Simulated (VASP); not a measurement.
# TlBr (Pm-3m) in VASP: further runs

The runs below take TlBr through single point, with PBE-based screened hybrid with 40 % exact exchange, PBE-based global hybrid with 15 % exact exchange, PBE-based screened hybrid with 5 % exact exchange.

Everything below comes from runs of VASP 6.6.1. Logs are shortened: lines on timing, memory, paths and dates and some standing lists are left out, and cuts for length are marked.

## (1) The cell of the first run

Symmetry: Pm-3m, No. 221, cubic system. Conventional cell: a = 3.946 Å, b = 3.946 Å, c = 3.946 Å, α = 90.00°, β = 90.00°, γ = 90.00°. Tl (site symmetry m-3m) has 8 Br at 3.42 Å and 6 Tl at 3.95 Å within 4.5 Å. Within 4.5 Å of Br (site symmetry m-3m) lie 8 Tl at 3.42 Å and 6 Br at 3.95 Å.

## (2) Single point, PBE-based screened hybrid with 40 % exact exchange

POSCAR

```
TlBr
1.0
    3.9461933165      0.0000000000      0.0000000000
    0.0000000000      3.9461933165      0.0000000000
    0.0000000000      0.0000000000      3.9461933165
Tl Br
1 1
Direct
    0.0000000000      0.0000000000      0.0000000000
    0.5000000000      0.5000000000      0.5000000000
```

INCAR.step1

```
ALGO = Normal
EDIFF = 1E-5
ENCUT = 400
GGA = PE
GGA_COMPAT = F
ISIF = 2
ISMEAR = 0
LASPH = T
LCHARG = F
LREAL = F
LWAVE = T
NBANDS = 17
NELM = 120
PREC = Accurate
SIGMA = 0.01
```

INCAR.step2

```
AEXX = 0.4
ALGO = Normal
EDIFF = 1E-6
ENCUT = 400
GGA = PE
GGA_COMPAT = F
HFSCREEN = 0.3
ISIF = 2
ISMEAR = 0
ISTART = 1
LASPH = T
LCHARG = F
LHFCALC = T
LREAL = F
LWAVE = F
NBANDS = 17
NELM = 120
PREC = Accurate
PRECFOCK = Normal
SIGMA = 0.01
```

KPOINTS

```
k-points
0
Gamma
  4 4 4
```

Potentials or basis: VASP PAW PBE potentials, release 64 (Tl_d, Br).

On the command line:

```sh
cat potpaw_PBE.64/Tl_d/POTCAR potpaw_PBE.64/Br/POTCAR > POTCAR
cp INCAR.step1 INCAR
mpirun -np 1 vasp_std > vasp.out
cp INCAR.step2 INCAR
mpirun -np 1 vasp_std > vasp.out
```

OUTCAR:

```text
AEXX = 0.4
   EDIFF = 1E-6
   ENCUT = 400
   GGA = PE
   HFSCREEN = 0.3
   ISIF = 2
   ISMEAR = 0
   ISTART = 1
   LASPH = T
   LHFCALC = T
   LREAL = F
   NELM = 120
   PREC = Accurate
   PRECFOCK = Normal

 ion  position               nearest neighbor table
   1  0.000  0.000  0.000-   2 3.42   2 3.42   2 3.42   2 3.42   2 3.42   2 3.42   2 3.42   2 3.42

   2  0.500  0.500  0.500-   1 3.42   1 3.42   1 3.42   1 3.42   1 3.42   1 3.42   1 3.42   1 3.42

  LATTYP: Found a simple cubic cell.
 ALAT       =     3.9461933165

  Lattice vectors:

 A1 = (   3.9461933165,   0.0000000000,   0.0000000000)
 A2 = (   0.0000000000,   3.9461933165,   0.0000000000)
 A3 = (   0.0000000000,   0.0000000000,   3.9461933165)

Analysis of symmetry for initial positions (statically):
=====================================================================
 Subroutine PRICEL returns:
 Original cell was already a primitive cell.

 Routine SETGRP: Setting up the symmetry group for a
 simple cubic supercell.

 Subroutine GETGRP returns: Found 48 space group operations
 (whereof 48 operations were pure point group operations)
 out of a pool of 48 trial point group operations.

The static configuration has the point symmetry O_h .

Analysis of symmetry for dynamics (positions and initial velocities):
=====================================================================
 Subroutine PRICEL returns:
 Original cell was already a primitive cell.

 Routine SETGRP: Setting up the symmetry group for a
 simple cubic supercell.

 Subroutine GETGRP returns: Found 48 space group operations
 (whereof 48 operations were pure point group operations)
 out of a pool of 48 trial point group operations.

The dynamic configuration has the point symmetry O_h .

 Subroutine INISYM returns: Found 48 space group operations
 (whereof 48 operations are pure point group operations),
 and found     1 'primitive' translations

----------------------------------------------------------------------------------------

                                     Primitive cell

  volume of cell :      61.4519

  direct lattice vectors                    reciprocal lattice vectors
     3.946193317  0.000000000  0.000000000     0.253408771  0.000000000  0.000000000
     0.000000000  3.946193317  0.000000000     0.000000000  0.253408771  0.000000000
     0.000000000  0.000000000  3.946193317     0.000000000  0.000000000  0.253408771

  length of vectors
     3.946193317  3.946193317  3.946193317     0.253408771  0.253408771  0.253408771

  position of ions in fractional coordinates (direct lattice)
     0.000000000  0.000000000  0.000000000
     0.500000000  0.500000000  0.500000000

  ion indices of the primitive-cell ions
   primitive index   ion index
                 1           1
                 2           2

----------------------------------------------------------------------------------------

 KPOINTS: k-points

Automatic generation of k-mesh.
 Grid dimensions read from file:
 generate k-points for:    4    4    4

 Generating k-lattice:

  Cartesian coordinates                     Fractional coordinates (reciprocal lattice)
     0.063352193  0.000000000  0.000000000     0.250000000  0.000000000  0.000000000
     0.000000000  0.063352193  0.000000000     0.000000000  0.250000000  0.000000000
     0.000000000  0.000000000  0.063352193     0.000000000  0.000000000  0.250000000

  Length of vectors
     0.063352193  0.063352193  0.063352193

  Shift w.r.t. Gamma in fractional coordinates (k-lattice)
     0.000000000  0.000000000  0.000000000

 Subroutine IBZKPT returns following result:
 ===========================================

 Found     10 irreducible k-points:

 Following reciprocal coordinates:
            Coordinates               Weight
  0.000000  0.000000  0.000000      1.000000
  0.250000  0.000000  0.000000      6.000000
  0.500000  0.000000  0.000000      3.000000
  0.250000  0.250000  0.000000     12.000000
  0.500000  0.250000  0.000000     12.000000
  0.500000  0.500000  0.000000      3.000000
  0.250000  0.250000  0.250000      8.000000
  0.500000  0.250000  0.250000     12.000000
  0.500000  0.500000  0.250000      6.000000
  0.500000  0.500000  0.500000      1.000000
   k-points           NKPTS =     10   k-points in BZ     NKDIM =     64   number of bands    NBANDS=     17
   number of dos      NEDOS =    301   number of ions     NIONS =      2
   total plane-waves  NPLWV =  21952
   dimension x,y,z NGX =    28 NGY =   28 NGZ =   28
   dimension x,y,z NGXF=    56 NGYF=   56 NGZF=   56
   ions per type =               1   1
   NGX,Y,Z   is equivalent  to a cutoff of  11.80, 11.80, 11.80 a.u.
   NGXF,Y,Z  is equivalent  to a cutoff of  23.59, 23.59, 23.59 a.u.
 SYSTEM =  unknown system
   PREC   = accura    normal or accurate (medium, high low for compatibility)
   ISTART =      1    job   : 0-new  1-cont  2-samecut
   ICHARG =      0    charge: 1-file 2-atom 10-const
   ISPIN  =      1    spin polarized calculation?
   LNONCOLLINEAR =      F non collinear calculations
   LSORBIT =      F    spin-orbit coupling
   LASPH  =      T    aspherical Exc in radial PAW
   ENCUT  =  400.0 eV  29.40 Ry    5.42 a.u.   6.44  6.44  6.44*2*pi/ulx,y,z
   NELM   =    120;   NELMIN=  2; NELMDL=  0     # of ELM steps
   EDIFF  = 0.1E-05   stopping-criterion for ELM
   LREAL  =      F    real-space projection
   EDIFFG = 0.1E-04   stopping-criterion for IOM
   NSW    =      0    number of steps for IOM
   IBRION =     -1    ionic relax: 0-MD 1-quasi-New 2-CG
   NFREE  =      0    steps in history (QN), initial steepest desc. (CG)
   ISIF   =      2    stress and relaxation
   ISYM   =      3    0-nonsym 1-usesym 2-fastsym
   POTIM  = 0.5000    time-step for ionic-motion
   TEBEG  =    0.0;   TEEND  =   0.0 temperature during run
   PSTRESS=    0.0 pullay stress
   NELECT =      20.0000    total number of electrons
   NUPDOWN=      -1.0000    fix difference up-down
   EMIN   =  10.00;   EMAX   =-10.00  energy-range for DOS
   EFERMI =   0.00;   METHOD = LEGACY
   ISMEAR =     0;   SIGMA  =   0.01  broadening in eV -4-tet -1-fermi 0-gaus
   EFERMI_NEDOS =   21; number of points for ismear=-14 and -15
   IALGO  =     38    algorithm
   IMIX   =      1    mixing-type and parameters
     AMIX     =   0.40;   BMIX     =  1.00
     AMIX_MAG =   1.60;   BMIX_MAG =  1.00
  volume/ion in A,a.u.               =      30.73       207.35
  Fermi-wavevector in a.u.,A,eV,Ry     =   1.126090  2.128002 17.253261  1.268079
  Thomas-Fermi vector in A             =   2.262770
   LORBIT       =      0    0 simple, 1 ext, 2 COOP (PROOUT), +10 PAW based schemes
   GGA     = PE    functional components
   LHFCALC =     T    Hartree Fock is set to
   PRECFOCK=normal    Normal, Fast or Accurate (Low or Medium for compatibility)
   ENCUT4O =  -1.0   cutoff for four orbital integrals eV
   NKREDX  =     1    reduce k-point grid by
   NKREDY  =     1    reduce k-point grid by
   NKREDZ  =     1    reduce k-point grid by
   AEXX    =    0.4000 exact exchange contribution
   HFSCREEN=    0.3000 screening length (either q_TF or 0.3 A-1)
   HFSCREENC=   0.3000 screening length for correlation (either q_TF or 0.3 A-1)
   ENCUTFOCK=  -1.0 apply spherical cutoff to Coloumb kernel
   IVDW    =     0    specifies the selected vdW correction
   LEPSILON=     F    determine dielectric tensor
   LRPA    =     F    only Hartree local field effects (RPA)
 non-spin polarized calculation
 Gauss-broadening in eV      SIGMA  =   0.01
  energy-cutoff  :      400.00
  volume of cell :       61.45
 maximum number of plane-waves:      1141
 NGX is ok and might be reduce to    28
  NGX = 20; NGY = 20; NGZ = 20

 number of electron      20.0000009 magnetization

 Free energy of the ion-electron system (eV)
  ---------------------------------------------------
  ext. energy  EPLUGINS =         0.00000000
  ---------------------------------------------------
  free energy    TOTEN  =        -6.91619835 eV

  energy without entropy =       -6.91619835  energy(sigma->0) =       -6.91619835

 E-fermi :   2.1616     XC(G=0):  -6.8665

 val. band max:        2.0389065459   @ k =   0.5000   0.0000   0.0000
 cond. band min:       4.6645939475   @ k =   0.5000   0.0000   0.0000
 fundamental gap:      2.6256874015
 Fermi energy:         2.1616447593

 k-point     1 :       0.0000    0.0000    0.0000
  band No.  band energies     occupation
      1     -13.9487      2.00000
      2     -10.1397      2.00000
      3     -10.1397      2.00000
      4      -9.9651      2.00000
      5      -9.9651      2.00000
      6      -9.9651      2.00000
[... 9 lines left out ...]
     16      14.9395      0.00000
     17      17.0013      0.00000

 k-point     2 :       0.2500    0.0000    0.0000
  band No.  band energies     occupation
      1     -13.8036      2.00000
      2     -10.1344      2.00000
      3     -10.0703      2.00000
      4      -9.9983      2.00000
      5      -9.9983      2.00000
      6      -9.9622      2.00000
[... 9 lines left out ...]
     16      15.3928      0.00000
     17      16.7792      0.00000

 k-point     3 :       0.5000    0.0000    0.0000
  band No.  band energies     occupation
      1     -13.6475      2.00000
      2     -10.1291      2.00000
      3     -10.0310      2.00000
      4     -10.0310      2.00000
      5     -10.0041      2.00000
      6      -9.9595      2.00000
[... 9 lines left out ...]
     16      16.9206      0.00000
     17      17.1071      0.00000

 k-point     4 :       0.2500    0.2500    0.0000
  band No.  band energies     occupation
      1     -13.6938      2.00000
      2     -10.0993      2.00000
      3     -10.0254      2.00000
      4      -9.9974      2.00000
      5      -9.9955      2.00000
      6      -9.9877      2.00000
[... 9 lines left out ...]
     16      14.2458      0.00000
     17      14.7076      0.00000

 k-point     5 :       0.5000    0.2500    0.0000
  band No.  band energies     occupation
      1     -13.5791      2.00000
      2     -10.0858      2.00000
      3     -10.0207      2.00000
      4      -9.9908      2.00000
      5      -9.9850      2.00000
      6      -9.9602      2.00000
[... 9 lines left out ...]
     16      14.8724      0.00000
     17      15.5613      0.00000

 k-point     6 :       0.5000    0.5000    0.0000
  band No.  band energies     occupation
      1     -13.5098      2.00000
      2     -10.0616      2.00000
      3     -10.0103      2.00000
      4     -10.0103      2.00000
      5      -9.9421      2.00000
      6      -9.8983      2.00000
[... 9 lines left out ...]
     16      13.7682      0.00000
     17      13.7682      0.00000

 k-point     7 :       0.2500    0.2500    0.2500
  band No.  band energies     occupation
      1     -13.5925      2.00000
      2     -10.0335      2.00000
      3     -10.0335      2.00000
      4     -10.0167      2.00000
      5     -10.0167      2.00000
      6      -9.9682      2.00000
[... 9 lines left out ...]
     16      14.5330      0.00000
     17      17.2469      0.00000

 k-point     8 :       0.5000    0.2500    0.2500
  band No.  band energies     occupation
      1     -13.4866      2.00000
      2     -10.0703      2.00000
      3     -10.0244      2.00000
      4     -10.0162      2.00000
      5      -9.9765      2.00000
      6      -9.9434      2.00000
[... 9 lines left out ...]
     16      14.4148      0.00000
     17      17.9072      0.00000

 k-point     9 :       0.5000    0.5000    0.2500
  band No.  band energies     occupation
      1     -13.3901      2.00000
      2     -10.0617      2.00000
      3     -10.0617      2.00000
      4     -10.0216      2.00000
      5      -9.9782      2.00000
      6      -9.8968      2.00000
[... 9 lines left out ...]
     16      15.3557      0.00000
     17      18.5502      0.00000

 k-point    10 :       0.5000    0.5000    0.5000
  band No.  band energies     occupation
      1     -13.2605      2.00000
      2     -10.1114      2.00000
      3     -10.1114      2.00000
      4     -10.1114      2.00000
      5      -9.8951      2.00000
      6      -9.8951      2.00000
[... 9 lines left out ...]
     16      16.5101      0.00000
     17      20.2135      0.00000

------------------------ aborting loop because EDIFF is reached ----------------------------------------

  FORCE on cell =-STRESS in cart. coord.  units (eV):
  Direction    XX          YY          ZZ          XY          YZ          ZX
  --------------------------------------------------------------------------------------
  -------------------------------------------------------------------------------------
  Total        0.5537272      0.5537272      0.5537272      0.0000000      0.0000000     -0.0000000
  in kB       14.4368147     14.4368147     14.4368147      0.0000000      0.0000000     -0.0000000
  external PRESSURE =      14.4368147 kB  Pullay stress =       0.0000000 kB

 VOLUME and BASIS-vectors are now :
 -----------------------------------------------------------------------------
  energy-cutoff  :      400.00
  volume of cell :       61.45
      direct lattice vectors                 reciprocal lattice vectors
     3.946193317  0.000000000  0.000000000     0.253408771  0.000000000  0.000000000
     0.000000000  3.946193317  0.000000000     0.000000000  0.253408771  0.000000000
     0.000000000  0.000000000  3.946193317     0.000000000  0.000000000  0.253408771

 POSITION                                       TOTAL-FORCE (eV/Angst)
 -----------------------------------------------------------------------------------
      0.00000      0.00000      0.00000         0.000000      0.000000      0.000000
      1.97310      1.97310      1.97310         0.000000      0.000000      0.000000
 -----------------------------------------------------------------------------------
    total drift:                               -0.000001     -0.000000     -0.000001

  FREE ENERGIE OF THE ION-ELECTRON SYSTEM (eV)
  ---------------------------------------------------
  free  energy   TOTEN  =        -6.9161983520 eV

  energy  without entropy=       -6.9161983520  energy(sigma->0) =       -6.91619835
```

It took 5.4 min on 1 thread of Intel Xeon Platinum 8488C (Sapphire Rapids), shared host; peak memory 0.26 GiB.

What came out:

```yaml
Free_energy: -6.9162 eV
Pressure: 1.4 GPa
Band_gap_on_the_k_mesh: 2.63 eV
```

Caveat: the PAW data sets were made with another functional, which shifts forces and pressure a little; spin-orbit coupling is left out, which moves the levels of the heavy elements. A k mesh can miss the band edges.

## (3) Single point, PBE-based global hybrid with 15 % exact exchange

POSCAR is that of step 2.

INCAR.step1

```
PREC = Accurate
ENCUT = 400
EDIFF = 1E-5
ISMEAR = 0
SIGMA = 0.01
LREAL = F
LASPH = T
NELM = 120
ALGO = Normal
ISIF = 2
LWAVE = T
LCHARG = F
NBANDS = 17
GGA = PE
GGA_COMPAT = F
```

INCAR.step2

```
PREC = Accurate
ENCUT = 400
EDIFF = 1E-6
ISMEAR = 0
SIGMA = 0.01
LREAL = F
LASPH = T
NELM = 120
ALGO = Normal
ISIF = 2
LWAVE = F
LCHARG = F
GGA = PE
LHFCALC = T
AEXX = 0.15
PRECFOCK = Normal
NBANDS = 17
ISTART = 1
GGA_COMPAT = F
```

KPOINTS

```
regular mesh
0
Gamma
  4 4 4
```

Potentials or basis: VASP PAW PBE potentials, release 64 (Tl_d, Br).

On the command line:

```sh
cat potpaw_PBE.64/Tl_d/POTCAR potpaw_PBE.64/Br/POTCAR > POTCAR
cp INCAR.step1 INCAR
mpirun -np 1 vasp_std > vasp.out
cp INCAR.step2 INCAR
mpirun -np 1 vasp_std > vasp.out
```

It took 3.7 min on 1 thread of Intel Xeon Platinum 8488C (Sapphire Rapids), shared host; peak memory 0.16 GiB.

It converged, with:

* Free energy: -6.5337 eV
* Pressure: 1.6 GPa
* Band gap on the k mesh: 2.59 eV

Levels at points of the mesh, in eV from the valence-band top:
| k point | band 8 | band 9 | band 10 | band 11 | band 12 | band 13 |
| --- | --- | --- | --- | --- | --- | --- |
| (0.00, 0.00, 0.00) | -1.63 | -1.63 | -1.63 | 7.84 | 7.84 | 8.39 |
| (0.50, 0.00, 0.00) | -1.08 | -1.08 | 0.00 | 2.59 | 6.72 | 6.72 |
| (0.50, 0.50, 0.00) | -3.41 | -3.41 | -0.99 | 5.84 | 5.84 | 8.55 |
| (0.50, 0.50, 0.50) | -2.31 | -2.31 | -2.31 | 2.83 | 2.83 | 2.83 |

Caveat: the PAW data sets were made with another functional, which shifts forces and pressure a little; spin-orbit coupling is left out, which moves the levels of the heavy elements. A k mesh can miss the band edges.

## (4) Single point, PBE-based screened hybrid with 5 % exact exchange

POSCAR is that of step 3.

INCAR.step1

```
PREC = Accurate ; ENCUT = 400
EDIFF = 1E-5 ; ISMEAR = 0
SIGMA = 0.01 ; LREAL = F
LASPH = T ; NELM = 120
ALGO = Normal ; ISIF = 2
LWAVE = T ; LCHARG = F
NBANDS = 17 ; GGA = PE
GGA_COMPAT = F
```

INCAR.step2

```
PREC = Accurate ; ENCUT = 400
EDIFF = 1E-6 ; ISMEAR = 0
SIGMA = 0.01 ; LREAL = F
LASPH = T ; NELM = 120
ALGO = Normal ; ISIF = 2
LWAVE = F ; LCHARG = F
GGA = PE ; LHFCALC = T
AEXX = 0.05 ; HFSCREEN = 0.2078
PRECFOCK = Normal ; NBANDS = 17
ISTART = 1 ; GGA_COMPAT = F
```

KPOINTS

```
Automatic mesh
0
Gamma
  4 4 4
```

On the command line:

```sh
cat potpaw_PBE.64/Tl_d/POTCAR potpaw_PBE.64/Br/POTCAR > POTCAR
cp INCAR.step1 INCAR
mpirun -np 1 vasp_std > vasp.out
cp INCAR.step2 INCAR
mpirun -np 1 vasp_std > vasp.out
```

Wall time 4.1 min (1 thread of Intel Xeon Platinum 8488C (Sapphire Rapids), shared host); peak memory 0.26 GiB.

The run converged. Its results:

| Item | Value |
| --- | --- |
| Free energy | -5.7077 eV |
| Pressure | 1.9 GPa |
| Band gap on the k mesh | 1.92 eV |

Levels at points of the mesh, in eV from the valence-band top:
| k point | band 8 | band 9 | band 10 | band 11 | band 12 | band 13 |
| --- | --- | --- | --- | --- | --- | --- |
| (0.00, 0.00, 0.00) | -1.48 | -1.48 | -1.48 | 7.10 | 7.10 | 7.52 |
| (0.50, 0.00, 0.00) | -0.94 | -0.94 | 0.00 | 1.92 | 5.93 | 5.93 |
| (0.50, 0.50, 0.00) | -3.20 | -3.20 | -0.86 | 5.06 | 5.06 | 7.67 |
| (0.50, 0.50, 0.50) | -2.13 | -2.13 | -2.13 | 2.16 | 2.16 | 2.16 |

Caveat: the PAW data sets were made with another functional, which shifts forces and pressure a little; spin-orbit coupling is left out, which moves the levels of the heavy elements. A k mesh can miss the band edges.

## (5) The runs side by side

| level | share of exact exchange | screening parameter | gap on the mesh (eV) | pressure (GPa) |
| --- | --- | --- | --- | --- |
| PBE-based screened hybrid with 40 % exact exchange | 0.4 | 0.3 1/Å | 2.63 | 1.4 |
| PBE-based global hybrid with 15 % exact exchange | 0.15 | - | 2.59 | 1.6 |
| PBE-based screened hybrid with 5 % exact exchange | 0.05 | 0.2078 1/Å | 1.92 | 1.9 |

Alike in all rows: task single point; potentials or basis VASP PAW PBE potentials, release 64 (Tl_d, Br); no spin polarisation; cell as given; k mesh 4 × 4 × 4; cutoff (eV) 400; smearing gaussian 0.01 eV.

On the cell as given the gap runs from 1.92 eV (PBE-based screened hybrid with 5 % exact exchange) to 2.63 eV (PBE-based screened hybrid with 40 % exact exchange). The pressure there spans 1.4 GPa (PBE-based screened hybrid with 40 % exact exchange) to 1.9 GPa (PBE-based screened hybrid with 5 % exact exchange); a positive pressure means that this level wants a larger cell, a negative one a smaller.

Caveats: the PAW data sets were made with another functional, which shifts forces and pressure a little; spin-orbit coupling is left out, which moves the levels of the heavy elements.

Absolute energies hang on the potentials; compare differences alone.
